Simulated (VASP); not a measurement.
A run of VASP 6.6.1:

File INCAR:

```
SYSTEM = H2C18O
PREC = Accurate ; ENCUT = 520
EDIFF = 1E-6 ; ISMEAR = -1
SIGMA = 0.05 ; LREAL = Auto
LASPH = .TRUE. ; NELM = 100
ALGO = Normal ; ISIF = 2
LWAVE = .FALSE. ; LCHARG = .FALSE.
GGA = PE ; IVDW = 12
NBANDS = 56
```

Contents of KPOINTS:

```
regular mesh
0
G
  2 2 1
  0 0 0
```

Contents of POSCAR:

```
H2C18O
1.0
    7.3980000000      0.0000000000      0.0000000000
   -3.6990000000      6.4068560000      0.0000000000
    0.0000000000      0.0000000000     13.0000000000
C O H
18 1 2
Direct
    0.0022661599     -0.0008948227      0.0600247692
    0.2247004343      0.1103589655      0.0601419231
    0.0030932335      0.3320864399      0.0602882308
    0.2239671787      0.4425223542      0.0603961538
    0.0017937113      0.6646539270      0.0600073077
    0.2251675912      0.7763046337      0.0601322308
    0.3365040924     -0.0012202553      0.0600628462
    0.5574206257      0.1092400079      0.0602280769
    0.3352940936      0.3314265218      0.0603883846
    0.5586180351      0.4430692683      0.0603351538
    0.3357584658      0.6658429657      0.0603853077
    0.5581428954      0.7770468074      0.0603396154
    0.6685902319     -0.0019966111      0.0602753077
    0.8918437366      0.1096550320      0.0602250000
    0.6690609332      0.3325657702      0.0602736923
    0.8913886197      0.4437074909      0.0602168462
    0.6697769272      0.6654213861      0.0602270000
    0.8906150944      0.7758317028      0.0599586923
    0.1309813160      0.8992997501      0.3130386923
    0.1833002315      1.0268540451      0.2733190769
    0.1894999254      0.8241939572      0.2781975385
```

Potentials or basis: VASP PAW PBE potentials, release 64 (C, O, H).

Run with:

```bash
$ cat potpaw_PBE.64/C/POTCAR potpaw_PBE.64/O/POTCAR potpaw_PBE.64/H/POTCAR > POTCAR
$ mpirun -np 1 vasp_std > vasp.out
```

Hardware: 1 thread of Oxide Virtual Turin-like Processor, on a shared host.

How long does it take, and how much memory?

Run time: 6.7 min on 1 thread of Oxide Virtual Turin-like Processor, on a shared host, peak memory 0.6 GiB. Counts: scf iterations 22, k points 4.
